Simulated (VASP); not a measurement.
A run of VASP 6.6.1 is set up as follows.

Contents of INCAR:

```
PREC = Accurate
ENCUT = 520
EDIFF = 1E-6
ISMEAR = 0
SIGMA = 0.15
LREAL = F
LASPH = T
NELM = 60
ALGO = Fast
ISIF = 2
LWAVE = F
LCHARG = F
GGA = PE
NBANDS = 66
```

KPOINTS

```
regular mesh
0
Gamma
  15 15 4
```

POSCAR

```
Ge
1.0
    4.1215611567      0.0000000000      0.0000000000
   -2.0607805784      3.5693766649      0.0000000000
    0.0000000000      0.0000000000     12.9783839263
Ge
8
Direct
    0.0000000000      0.0000000000      0.4067747625
    0.0000000000      0.0000000000      0.5932252375
    0.0000000000      0.0000000000      0.9067747625
    0.0000000000      0.0000000000      0.0932252375
    0.3333333333      0.6666666667      0.3442031336
    0.6666666667      0.3333333333      0.6557968664
    0.6666666667      0.3333333333      0.8442031336
    0.3333333333      0.6666666667      0.1557968664
```

Potentials or basis: VASP PAW PBE potentials, release 64 (Ge_d).

The run is started by

```sh
$ cat potpaw_PBE.64/Ge_d/POTCAR > POTCAR
$ mpirun -np 1 vasp_std > vasp.out
```

(1) Estimate the pressure.

(2) Predict the band gap on the k mesh.

Answers

(1) 0.1 GPa.

(2) zero (bands 56 and 57 overlap by 0.21 eV).

Caveat: the stress differs along the axes, from -2 to 5 GPa; semilocal functionals underestimate gaps, and a narrow one can read as zero.
